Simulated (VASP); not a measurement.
Input of a VASP 6.6.1 run:

INCAR

```
SYSTEM = CsH
PREC = Accurate
ENCUT = 520
EDIFF = 1E-7
ISMEAR = 0
SIGMA = 0.05
LREAL = .FALSE.
LASPH = .TRUE.
NELM = 60
ALGO = Normal
ISIF = 2
LWAVE = .FALSE.
LCHARG = .FALSE.
NBANDS = 12
```

File KPOINTS:

```
Automatic mesh
0
G
  8 8 8
  0 0 0
```

The input POSCAR:

```
CsH
1.0
    0.0000000000      3.1880000000      3.1880000000
    3.1880000000      0.0000000000      3.1880000000
    3.1880000000      3.1880000000      0.0000000000
Cs H
1 1
Direct
    0.0686166876      0.0686166876     -0.0686166876
    0.5000000000      0.5000000000      0.5000000000
```

Potentials or basis: VASP PAW LDA potentials, release 64 (Cs_sv, H).

The run is started by

```sh
$ cat potpaw_LDA.64/Cs_sv/POTCAR potpaw_LDA.64/H/POTCAR > POTCAR
$ mpirun -np 1 vasp_std > vasp.out
```

(1) Predict the band gap on the k mesh.

(2) Estimate the largest force.

Results:

(1) 2.10 eV.

(2) 0.319 eV/Å.

Caveat: the cell differs from its parent crystal (all Cs atoms moved +0.438 Å, as atom 1 along Cartesian [0 0 1]); spin-orbit coupling is left out, which moves the levels of the heavy elements.
